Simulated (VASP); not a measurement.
# MnS (F-43m) in VASP: a series of runs

Runs on MnS. Level: PBEsol. Tasks: single point.

All numbers are computed with VASP 6.6.1; they aren't measurements. Logs are shortened: lines on timing, memory, paths and dates and some standing lists are left out, and cuts for length are marked.

### Step 1. The cell of the first run

It takes space group F-43m (No. 216, cubic). Conventional cell: a = 5.422 Å, b = 5.422 Å, c = 5.422 Å, α = 90.00°, β = 90.00°, γ = 90.00°. Within 3.1 Å of Mn (site symmetry -43m) lie 4 S at 2.35 Å. S (site symmetry -43m) has 4 Mn at 2.35 Å within 3.1 Å.

### Step 2. Single point, PBEsol, collinear spin, ferromagnetic start (19.93 Å³/atom)

File INCAR:

```
SYSTEM = MnS
PREC = Accurate ; ENCUT = 520
EDIFF = 1E-7 ; ISMEAR = 0
SIGMA = 0.2 ; LREAL = .False.
LASPH = .True. ; NELM = 150
ALGO = Normal ; ISIF = 2
LWAVE = .False. ; LCHARG = .False.
ISPIN = 2 ; MAGMOM = 4.27 0
LORBIT = 11 ; LMAXMIX = 4
GGA = PS ; NBANDS = 20
```

File KPOINTS:

```
regular mesh
0
Gamma
  14 14 14
  0 0 0
```

File POSCAR:

```
MnS
1.0
    0.0000000000      2.7111065296      2.7111065296
    2.7111065296      0.0000000000      2.7111065296
    2.7111065296      2.7111065296      0.0000000000
Mn S
1 1
Direct
    0.0000000000      0.0000000000      0.0000000000
    0.7500000000      0.7500000000      0.7500000000
```

Potentials or basis: VASP PAW PBE potentials, release 64 (Mn_pv, S).

Command:

```sh
$ cat potpaw_PBE.64/Mn_pv/POTCAR potpaw_PBE.64/S/POTCAR > POTCAR
$ mpirun -np 1 vasp_std > vasp.out
```

OUTCAR:

```text
SYSTEM = MnS
   PREC = Accurate
   ENCUT = 520
   EDIFF = 1E-7
   ISMEAR = 0
   LREAL = .False.
   LASPH = .True.
   NELM = 150
   ISIF = 2
   ISPIN = 2
   LORBIT = 11
   GGA = PS

 ion  position               nearest neighbor table
   1  0.000  0.000  0.000-   2 2.35   2 2.35   2 2.35   2 2.35
   2  0.750  0.750  0.750-   1 2.35   1 2.35   1 2.35   1 2.35

  LATTYP: Found a face centered cubic cell.
 ALAT       =     5.4222130592

  Lattice vectors:

 A1 = (   0.0000000000,   2.7111065296,   2.7111065296)
 A2 = (   2.7111065296,   0.0000000000,   2.7111065296)
 A3 = (   2.7111065296,   2.7111065296,   0.0000000000)

Analysis of symmetry for initial positions (statically):
=====================================================================
 Subroutine PRICEL returns:
 Original cell was already a primitive cell.

 Routine SETGRP: Setting up the symmetry group for a
 face centered cubic supercell.

 Subroutine GETGRP returns: Found 24 space group operations
 (whereof 24 operations were pure point group operations)
 out of a pool of 48 trial point group operations.

The static configuration has the point symmetry T_d .

Analysis of symmetry for dynamics (positions and initial velocities):
=====================================================================
 Subroutine PRICEL returns:
 Original cell was already a primitive cell.

 Routine SETGRP: Setting up the symmetry group for a
 face centered cubic supercell.

 Subroutine GETGRP returns: Found 24 space group operations
 (whereof 24 operations were pure point group operations)
 out of a pool of 48 trial point group operations.

The dynamic configuration has the point symmetry T_d .

Analysis of structural, dynamic, and magnetic symmetry:
=====================================================================
 Subroutine PRICEL returns:
 Original cell was already a primitive cell.

 Routine SETGRP: Setting up the symmetry group for a
 face centered cubic supercell.

 Subroutine GETGRP returns: Found 24 space group operations
 (whereof 24 operations were pure point group operations)
 out of a pool of 48 trial point group operations.

The overall configuration has the point symmetry T_d .

 Subroutine INISYM returns: Found 24 space group operations
 (whereof 24 operations are pure point group operations),
 and found     1 'primitive' translations

----------------------------------------------------------------------------------------

                                     Primitive cell

  volume of cell :      39.8538

  direct lattice vectors                    reciprocal lattice vectors
     0.000000000  2.711106530  2.711106530    -0.184426541  0.184426541  0.184426541
     2.711106530  0.000000000  2.711106530     0.184426541 -0.184426541  0.184426541
     2.711106530  2.711106530  0.000000000     0.184426541  0.184426541 -0.184426541

  length of vectors
     3.834083623  3.834083623  3.834083623     0.319436140  0.319436140  0.319436140

  position of ions in fractional coordinates (direct lattice)
     0.000000000  0.000000000  0.000000000
     0.750000000  0.750000000  0.750000000

  ion indices of the primitive-cell ions
   primitive index   ion index
                 1           1
                 2           2

----------------------------------------------------------------------------------------

 KPOINTS: regular mesh

Automatic generation of k-mesh.
 Grid dimensions read from file:
 generate k-points for:   14   14   14

 Generating k-lattice:

  Cartesian coordinates                     Fractional coordinates (reciprocal lattice)
    -0.013173324  0.013173324  0.013173324     0.071428571  0.000000000  0.000000000
     0.013173324 -0.013173324  0.013173324     0.000000000  0.071428571  0.000000000
     0.013173324  0.013173324 -0.013173324     0.000000000  0.000000000  0.071428571

  Length of vectors
     0.022816867  0.022816867  0.022816867

  Shift w.r.t. Gamma in fractional coordinates (k-lattice)
     0.000000000  0.000000000  0.000000000

 Subroutine IBZKPT returns following result:
 ===========================================

 Found    104 irreducible k-points:

 Following reciprocal coordinates:
            Coordinates               Weight
  0.000000  0.000000  0.000000      1.000000
  0.071429  0.000000  0.000000      8.000000
  0.142857  0.000000  0.000000      8.000000
  0.214286  0.000000  0.000000      8.000000
  0.285714  0.000000  0.000000      8.000000
  0.357143  0.000000  0.000000      8.000000
[... 16 lines left out ...]
  0.214286  0.142857  0.000000     24.000000
  0.285714  0.142857  0.000000     24.000000
 [... further k-points ...]
   k-points           NKPTS =    104   k-points in BZ     NKDIM =    104   number of bands    NBANDS=     20
   number of dos      NEDOS =    301   number of ions     NIONS =      2
   total plane-waves  NPLWV =  27000
   dimension x,y,z NGX =    30 NGY =   30 NGZ =   30
   dimension x,y,z NGXF=    60 NGYF=   60 NGZF=   60
   ions per type =               1   1
   NGX,Y,Z   is equivalent  to a cutoff of  13.01, 13.01, 13.01 a.u.
   NGXF,Y,Z  is equivalent  to a cutoff of  26.02, 26.02, 26.02 a.u.
 SYSTEM =  MnS
   PREC   = accura    normal or accurate (medium, high low for compatibility)
   ISTART =      0    job   : 0-new  1-cont  2-samecut
   ICHARG =      2    charge: 1-file 2-atom 10-const
   ISPIN  =      2    spin polarized calculation?
   LNONCOLLINEAR =      F non collinear calculations
   LSORBIT =      F    spin-orbit coupling
   LASPH  =      T    aspherical Exc in radial PAW
   ENCUT  =  520.0 eV  38.22 Ry    6.18 a.u.   7.13  7.13  7.13*2*pi/ulx,y,z
   NELM   =    150;   NELMIN=  2; NELMDL= -5     # of ELM steps
   EDIFF  = 0.1E-06   stopping-criterion for ELM
   LREAL  =      F    real-space projection
   EDIFFG = 0.1E-05   stopping-criterion for IOM
   NSW    =      0    number of steps for IOM
   IBRION =     -1    ionic relax: 0-MD 1-quasi-New 2-CG
   NFREE  =      0    steps in history (QN), initial steepest desc. (CG)
   ISIF   =      2    stress and relaxation
   ISYM   =      2    0-nonsym 1-usesym 2-fastsym
   POTIM  = 0.5000    time-step for ionic-motion
   TEBEG  =    0.0;   TEEND  =   0.0 temperature during run
   PSTRESS=    0.0 pullay stress
   NELECT =      19.0000    total number of electrons
   NUPDOWN=      -1.0000    fix difference up-down
   EMIN   =  10.00;   EMAX   =-10.00  energy-range for DOS
   EFERMI =   0.00;   METHOD = LEGACY
   ISMEAR =     0;   SIGMA  =   0.20  broadening in eV -4-tet -1-fermi 0-gaus
   EFERMI_NEDOS =   21; number of points for ismear=-14 and -15
   IALGO  =     38    algorithm
   IMIX   =      4    mixing-type and parameters
     AMIX     =   0.40;   BMIX     =  1.00
     AMIX_MAG =   1.60;   BMIX_MAG =  1.00
  volume/ion in A,a.u.               =      19.93       134.47
  Fermi-wavevector in a.u.,A,eV,Ry     =   1.278899  2.416768 22.253440  1.635582
  Thomas-Fermi vector in A             =   2.411415
   LORBIT       =     11    0 simple, 1 ext, 2 COOP (PROOUT), +10 PAW based schemes
   GGA     = PS    functional components
   LHFCALC =     F    Hartree Fock is set to
   AEXX    =    0.0000 exact exchange contribution
   IVDW    =     0    specifies the selected vdW correction
   LEPSILON=     F    determine dielectric tensor
   LRPA    =     F    only Hartree local field effects (RPA)
 spin polarized calculation
 Gauss-broadening in eV      SIGMA  =   0.20
  energy-cutoff  :      520.00
  volume of cell :       39.85
 maximum number of plane-waves:      1090
 NGX is ok and might be reduce to    30
   NGX = 15   NGY = 15   NGZ = 15

 number of electron      19.0000014 magnetization       4.4887141

 Free energy of the ion-electron system (eV)
  ---------------------------------------------------
  ext. energy  EPLUGINS =         0.00000000
  ---------------------------------------------------
  free energy    TOTEN  =       -14.78166033 eV

  energy without entropy =      -14.75397844  energy(sigma->0) =      -14.76781939

 E-fermi :   5.0485     XC(G=0): -10.0076

 val. band max:        5.0480659055   @ k =  -0.2857   0.3571   0.1429
 cond. band min:       5.0486121435   @ k =   0.4286   0.2857   0.0000
 fundamental gap:      0.0005462380
 Fermi energy:         5.0485075824

 spin component 1

 k-point     1 :       0.0000    0.0000    0.0000
  band No.  band energies     occupation
      1     -45.1595      1.00000
      2     -45.1595      1.00000
      3     -45.1595      1.00000
      4      -9.1976      1.00000
      5       0.1146      1.00000
      6       0.1146      1.00000
[... 12 lines left out ...]
     19      17.7858      0.00000
     20      18.3588      0.00000
[... 507 lines left out ...]
 k-point    24 :       0.2857    0.1429    0.0000
  band No.  band energies     occupation
      1     -45.1624      1.00000
      2     -45.1604      1.00000
      3     -45.1603      1.00000
      4      -8.7382      1.00000
      5      -0.5219      1.00000
      6       0.2675      1.00000
[... 12 lines left out ...]
     19      18.0986      0.00000
     20      21.1729      0.00000

 [... further k-points ...]

 spin component 2

 k-point     1 :       0.0000    0.0000    0.0000
  band No.  band energies     occupation
      1     -40.9635      1.00000
      2     -40.9635      1.00000
      3     -40.9635      1.00000
      4      -8.8959      1.00000
      5       1.5430      1.00000
      6       1.5430      1.00000
[... 12 lines left out ...]
     19      18.5072      0.00000
     20      19.1890      0.00000
[... 507 lines left out ...]
 k-point    24 :       0.2857    0.1429    0.0000
  band No.  band energies     occupation
      1     -40.9675      1.00000
      2     -40.9647      1.00000
      3     -40.9646      1.00000
      4      -8.4593      1.00000
      5       0.4483      1.00000
      6       1.5366      1.00000
[... 12 lines left out ...]
     19      18.9104      0.00000
     20      21.9350      0.00000

 [... further k-points ...]

------------------------ aborting loop because EDIFF is reached ----------------------------------------

  FORCE on cell =-STRESS in cart. coord.  units (eV):
  Direction    XX          YY          ZZ          XY          YZ          ZX
  --------------------------------------------------------------------------------------
  -------------------------------------------------------------------------------------
  Total        0.1819098      0.1819098      0.1819098     -0.0000000      0.0000000      0.0000000
  in kB        7.3130227      7.3130227      7.3130227     -0.0000000      0.0000000      0.0000000
  external PRESSURE =       7.3130227 kB  Pullay stress =       0.0000000 kB

 VOLUME and BASIS-vectors are now :
 -----------------------------------------------------------------------------
  energy-cutoff  :      520.00
  volume of cell :       39.85
      direct lattice vectors                 reciprocal lattice vectors
     0.000000000  2.711106530  2.711106530    -0.184426541  0.184426541  0.184426541
     2.711106530  0.000000000  2.711106530     0.184426541 -0.184426541  0.184426541
     2.711106530  2.711106530  0.000000000     0.184426541  0.184426541 -0.184426541

 POSITION                                       TOTAL-FORCE (eV/Angst)
 -----------------------------------------------------------------------------------
      0.00000      0.00000      0.00000         0.000000      0.000000      0.000000
      4.06666      4.06666      4.06666        -0.000000     -0.000000     -0.000000
 -----------------------------------------------------------------------------------
    total drift:                                0.000001      0.000001      0.000001

  FREE ENERGIE OF THE ION-ELECTRON SYSTEM (eV)
  ---------------------------------------------------
  free  energy   TOTEN  =       -14.7816603341 eV

  energy  without entropy=      -14.7539784412  energy(sigma->0) =      -14.76781939

 total charge

# of ion       s       p       d       tot
------------------------------------------
    1        0.282   6.251   4.959  11.492
    2        1.312   2.429   0.000   3.742
--------------------------------------------------
tot          1.595   8.680   4.959  15.234

 magnetization (x)

# of ion       s       p       d       tot
------------------------------------------
    1        0.047   0.068   3.901   4.017
    2        0.009   0.035   0.000   0.044
--------------------------------------------------
tot          0.056   0.103   3.901   4.060
```

It took 88 s on 1 thread of Intel Xeon 6975P-C (Granite Rapids), shared host; peak memory 0.27 GiB.

What came out:

- Free energy: -14.7817 eV
- Pressure: 0.7 GPa
- Net moment: 4.49 μB per cell
- Site moments: Mn +4.02; S +0.04 μB
- Valence electrons inside the program's atomic spheres: Mn 11.49; S 3.74

Caveat: the PAW data sets were made with another functional, which shifts forces and pressure a little; a cell with one magnetic atom can't hold antiferromagnetic order, which such compounds often take; semilocal functionals often make such compounds metallic where correlation or magnetic order opens a gap, which also shifts bond lengths. With open d or f shells a metallic result of PBEsol can be an artefact of self-interaction; +U or a hybrid may open a gap.

### Step 3. Single point, PBEsol, collinear spin, ferromagnetic start

This run uses another cell than the first one, of 20.33 Å³/atom.

File INCAR:

```
SYSTEM = MnS
PREC = Accurate
ENCUT = 520
EDIFF = 1E-7
ISMEAR = 0
SIGMA = 0.2
LREAL = .FALSE.
LASPH = .TRUE.
NELM = 150
ALGO = Normal
ISIF = 2
LWAVE = .FALSE.
LCHARG = .TRUE.
ISPIN = 2
MAGMOM = 4.29 0
LORBIT = 11
LMAXMIX = 4
GGA = PS
LELF = .TRUE.
LVHAR = .TRUE.
NBANDS = 20
```

File KPOINTS:

```
regular mesh
0
G
  14 14 14
  0 0 0
```

File POSCAR:

```
MnS
1.0
    0.0000000000      2.7294253726      2.7294253726
    2.7294253726      0.0000000000      2.7294253726
    2.7294253726      2.7294253726      0.0000000000
Mn S
1 1
Direct
    0.0000000000      0.0000000000      0.0000000000
    0.7500000000      0.7500000000      0.7500000000
```

Potentials or basis: VASP PAW PBE potentials, release 64 (Mn_pv, S).

Command:

```sh
$ cat potpaw_PBE.64/Mn_pv/POTCAR potpaw_PBE.64/S/POTCAR > POTCAR
$ mpirun -np 1 vasp_std > vasp.out
```

Wall time 1.7 min (1 thread of Intel Xeon 6975P-C (Granite Rapids), shared host); peak memory 0.27 GiB.

It converged, with:

```yaml
Free_energy: -14.7841 eV
Pressure: 0.2 GPa
Net_moment: 4.59 μB per cell
Site_moments: Mn +4.09; S +0.05 μB
Valence_electrons_inside_the_program's_atomic_spheres: Mn 11.47; S 3.74
```

Levels at points of the mesh, in eV from the Fermi level:
Spin up:
| k point | band 9 | band 10 | band 11 | band 12 | band 13 | band 14 | band 15 | band 16 |
| --- | --- | --- | --- | --- | --- | --- | --- | --- |
| (0.00, 0.00, 0.00) | -2.96 | 0.76 | 0.76 | 0.76 | 1.37 | 6.12 | 6.12 | 6.12 |
| (0.50, 0.00, 0.00) | -2.82 | -2.56 | -0.40 | -0.40 | 3.31 | 6.59 | 6.59 | 7.32 |
| (0.50, 0.50, 0.00) | -2.69 | -2.43 | -1.88 | -1.88 | 3.03 | 4.64 | 9.79 | 11.50 |
Spin down:
| k point | band 5 | band 6 | band 7 | band 8 | band 9 | band 10 |
| --- | --- | --- | --- | --- | --- | --- |
| (0.00, 0.00, 0.00) | -3.44 | -3.44 | -3.44 | 0.85 | 0.85 | 2.18 |
| (0.50, 0.00, 0.00) | -5.41 | -3.33 | -3.33 | 0.88 | 0.99 | 0.99 |
| (0.50, 0.50, 0.00) | -5.31 | -3.41 | -3.41 | -0.21 | 0.89 | 1.35 |

Caveat: the PAW data sets were made with another functional, which shifts forces and pressure a little; a cell with one magnetic atom can't hold antiferromagnetic order, which such compounds often take; semilocal functionals often make such compounds metallic where correlation or magnetic order opens a gap, which also shifts bond lengths. With open d or f shells a metallic result of PBEsol can be an artefact of self-interaction; +U or a hybrid may open a gap.
